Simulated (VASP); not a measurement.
The system is CaSe.

```xyz
2
Lattice="5.7378 0.0000 0.0000 0.0000 5.7378 0.0000 0.0000 0.0000 5.2608" Properties=species:S:1:pos:R:3 pbc="T T T"
Ca    2.8689    2.8689    2.6304
Se    2.8689    2.8689    0.0000
```

The cell was generated, and may not be a known phase.

```yaml
Program: VASP 6.6.1
Task: relaxation of cell and atoms
Functional: PBE
Potentials_or_basis: VASP PAW PBE potentials, release 64 (Ca_sv, Se)
Cutoff: 600 eV
k_mesh: 6 × 6 × 6
Occupations: gaussian, width 0.02 eV
Spin: no spin polarisation
```

At the start: pressure 0.2 GPa; volume 86.60 Å³/atom.

Task: Where does the relaxation end?

Result: Over 20 steps the energy falls by 28.7 meV/atom and the volume is 158.53 Å³/atom (+83.1 %); space group P4/mmm (No. 123, to 0.1 Å) before and after.

Step by step:
```
step  energy change (eV)  largest force (eV/Å)  pressure (GPa)  volume (Å³)
   1              0.0000                0.0000            0.20       173.19
   2             -0.0029                0.0000            0.07       175.95
   3             -0.0043                0.0000           -0.14       180.82
   4             -0.0049                0.0000           -0.14       181.28
   5             -0.0065                0.0000           -0.14       182.65
   6             -0.0097                0.0000           -0.15       185.40
   7             -0.0154                0.0000           -0.16       190.96
   8             -0.0248                0.0000           -0.18       202.34
   9             -0.0375                0.0000           -0.21       226.13
  10             -0.0475                0.0000           -0.24       277.78
  11             -0.0314                0.0000            0.49       281.53
  12             -0.0558                0.0000            0.02       279.24
  13             -0.0558                0.0000            0.02       279.27
  14             -0.0559                0.0000            0.02       280.04
  15             -0.0561                0.0000            0.02       282.36
  16             -0.0565                0.0000            0.02       287.04
  17             -0.0571                0.0000            0.02       296.50
  18             -0.0574                0.0000            0.02       315.89
  19             -0.0572                0.0000           -0.04       319.50
  20             -0.0574                0.0000            0.00       317.05
```

Final structure:
```xyz
2
Lattice="7.7456 0.0000 0.0000 0.0000 7.7456 0.0000 0.0000 0.0000 5.2847" Properties=species:S:1:pos:R:3 pbc="T T T"
Ca    3.8728    3.8728    2.6424
Se    3.8728    3.8728    0.0000
```

Caveat: the volume moved by over 15 % at a fixed basis, so the end points are rough; the relaxation moved the vacuum too, so the length across it says nothing of the material.
